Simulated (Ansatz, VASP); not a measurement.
## Ge in VASP and in Ansatz

Contents of INCAR:

```
PREC = Accurate
ENCUT = 520
EDIFF = 1E-6
ISMEAR = 0
SIGMA = 0.15
LREAL = False
LASPH = True
NELM = 60
ALGO = Normal
ISIF = 2
LWAVE = False
LCHARG = False
GGA = PS
NBANDS = 66
```

KPOINTS

```
regular mesh
0
Gamma
  11 11 3
```

Contents of POSCAR:

```
Ge
1.0
   -2.0020822485     -3.4677081753      0.0000000000
    2.0020822485     -3.4677081753      0.0000000000
    0.0000000000      0.0000000000     12.9950496104
Ge
8
Direct
    0.0000000000      0.0000000000      0.1586173341
    0.0000000000      0.0000000000      0.3471540944
    0.0000000000      0.0000000000      0.6643887626
    0.0000000000      0.0000000000      0.8529255230
    0.6666666667      0.6666666667      0.0952258690
    0.3333333333      0.3333333333      0.4105455595
    0.3333333333      0.3333333333      0.6009972975
    0.6666666667      0.6666666667      0.9163169880
```

Input for Ansatz:

```yaml
crystal:
  lattice:
    - [-2.0020822485, -3.4677081753, 0.0]
    - [2.0020822485, -3.4677081753, 0.0]
    - [0.0, 0.0, 12.9950496104]
  atoms:
    - { symbol: Ge, position: [0.0, 0.0, 0.1586173341] }
    - { symbol: Ge, position: [0.0, 0.0, 0.3471540944] }
    - { symbol: Ge, position: [0.0, 0.0, 0.6643887626] }
    - { symbol: Ge, position: [0.0, 0.0, 0.852925523] }
    - { symbol: Ge, position: [0.6666666667, 0.6666666667, 0.095225869] }
    - { symbol: Ge, position: [0.3333333333, 0.3333333333, 0.4105455595] }
    - { symbol: Ge, position: [0.3333333333, 0.3333333333, 0.6009972975] }
    - { symbol: Ge, position: [0.6666666667, 0.6666666667, 0.916316988] }
basis:
  ecutwfc: 420
kpoints:
  mp_grid: { grid: [11, 11, 3] }
hamiltonian:
  xc: pbesol
scf:
  occupations: { method: gaussian, width: 0.15 }
output:
  forces: true
  stress: true
  eigenvalues: true
```

Alike in both runs: task single point; functional PBEsol; k mesh 11 × 11 × 3; occupations gaussian, width 0.15 eV; no spin polarisation.

|  | VASP | Ansatz |
| --- | --- | --- |
| version | VASP 6.6.1 | Ansatz 0.2.0 |
| potentials or method | VASP PAW PBE potentials, release 64 (Ge_d), cutoff 520 eV | scalar-relativistic, plane waves, PAW |
| valence electrons in the cell | 112 | 112 |

|  | VASP | Ansatz | Ansatz less VASP |
| --- | --- | --- | --- |
| gap on the k mesh at the Fermi level (eV) | none | none | - |
| pressure (GPa) | 0.9 | 1.0 | +0.07 |
| traceless stress, the component that is largest in VASP (GPa) | 2.02 | 2.03 | +0.001 |
| rms of the force components (eV/Å) | 0.373 | 0.374 | +0.0009 |

VASP's potentials were made for PBE, not for PBEsol. Atom by atom the forces differ by 0.001 eV/Å (rms over components). A gap of «none» marks a metal or a gap that the smearing closes. With one functional, cell and mesh, what is left measures potentials, basis and numerics.
